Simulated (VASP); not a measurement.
CdAu2:

```xyz
3
Lattice="4.7211 0.0000 0.0000 -2.3606 4.0886 0.0000 0.0000 0.0000 3.0415" Properties=species:S:1:pos:R:3 pbc="T T T"
Cd    0.0000    0.0000    0.0000
Au    0.0000    2.7257    1.5207
Au    2.3606    1.3629    1.5207
```

| Property | Result |
| --- | --- |
| Program | VASP 6.6.1 |
| Task | relaxation of cell and atoms |
| Functional | PBE |
| Potentials or basis | VASP PAW PBE potentials, release 64 (Cd, Au) |
| Cutoff | 600 eV |
| k mesh | 6 × 6 × 6 |
| Occupations | gaussian, width 0.1 eV |
| Spin | no spin polarisation |

At the start: pressure 0.1 GPa; volume 19.57 Å³/atom.

Problem. How do energy, volume and symmetry change on relaxing?

Solution. Over 5 steps the energy falls by 4.4 meV/atom and the volume is 19.45 Å³/atom (-0.6 %); space group P6/mmm (No. 191, to 0.1 Å) before and after.

Step by step:
```csv
step,energy change (eV),largest force (eV/Å),pressure (GPa),volume (Å³)
1,0.0000,0.0000,0.06,58.71
2,-0.0118,0.0000,-0.54,58.76
3,-0.0124,0.0000,-0.66,58.77
4,-0.0128,0.0000,0.47,58.06
5,-0.0132,0.0000,-0.01,58.36
```

Final structure:
```yaml
crystal:
  lattice:
    - [4.75763, 0.00000, 0.00000]
    - [-2.37882, 4.12023, 0.00000]
    - [0.00000, 0.00000, 2.97711]
  atoms:
    - { symbol: Cd, position: [0.00000, 0.00000, 0.00000] }
    - { symbol: Au, position: [0.33333, 0.66667, 0.50000] }
    - { symbol: Au, position: [0.66667, 0.33333, 0.50000] }
```
